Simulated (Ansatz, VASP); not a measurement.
# CrCuO2 in VASP and in Ansatz

INCAR

```
SYSTEM = CrCuO2
ALGO = Normal ; EDIFF = 1E-6
ENCUT = 600 ; GGA = PS
GGA_COMPAT = .False. ; ISIF = 2
ISMEAR = -1 ; LASPH = .True.
LCHARG = .False. ; LREAL = .False.
LWAVE = .False. ; NBANDS = 26
NELM = 120 ; PREC = Accurate
SIGMA = 0.08
```

File KPOINTS:

```
k-points
0
Gamma
  11 11 11
  0 0 0
```

Contents of POSCAR:

```
CrCuO2
1.0
    1.4867000000      0.8583466452      5.7000000000
   -1.4867000000      0.8583466452      5.7000000000
    0.0000000000     -1.7166932904      5.7000000000
Cr Cu O
1 1 2
Direct
    0.5000000000      0.5000000000      0.5000000000
    0.0000000000      0.0000000000      0.0000000000
    0.1079200000      0.1079200000      0.1079200000
    0.8920800000      0.8920800000      0.8920800000
```

Input for Ansatz:

```yaml
crystal:
  lattice:
    - [1.4867, 0.8583466452, 5.7]
    - [-1.4867, 0.8583466452, 5.7]
    - [0.0, -1.7166932904, 5.7]
  atoms:
    - { symbol: Cr, position: [0.5, 0.5, 0.5] }
    - { symbol: Cu, position: [0.0, 0.0, 0.0] }
    - { symbol: O, position: [0.10792, 0.10792, 0.10792] }
    - { symbol: O, position: [0.89208, 0.89208, 0.89208] }
kpoints:
  mp_grid: { grid: [11, 11, 11] }
scf:
  occupations: { method: fermi_dirac, width: 0.08 }
  lower_state_search: "off"
hamiltonian:
  xc: pbesol
  pseudopotentials: { kind: paw }
output:
  forces: true
  stress: true
  eigenvalues: true
```

Alike in both runs: task single point; functional PBEsol; k mesh 11 × 11 × 11; occupations fermi-dirac, width 0.08 eV; no spin polarisation.

|  | VASP | Ansatz |
| --- | --- | --- |
| version | VASP 6.6.1 | Ansatz 0.2.0 |
| potentials or method | VASP PAW PBE potentials, release 64 (Cr_pv, Cu, O) | PAW with Ansatz's default frozen-core files, scalar-relativistic |
| plane-wave cutoff (eV) | 600 | 420 |
| valence electrons in the cell | 35 | 45 |

|  | VASP | Ansatz | Ansatz less VASP |
| --- | --- | --- | --- |
| pressure (GPa) | -11.0 | -11.4 | -0.45 |
| traceless stress, the component that is largest in VASP (GPa) | 10.73 | 10.36 | -0.366 |
| rms of the force components (eV/Å) | 0.107 | 0.124 | +0.0166 |

VASP's potentials were made for PBE, not for PBEsol. Atom by atom the forces differ by 0.017 eV/Å (rms over components). VASP's potentials hold 35 valence electrons a cell and Ansatz's 45, so a difference there can come from the potentials and not from the codes.
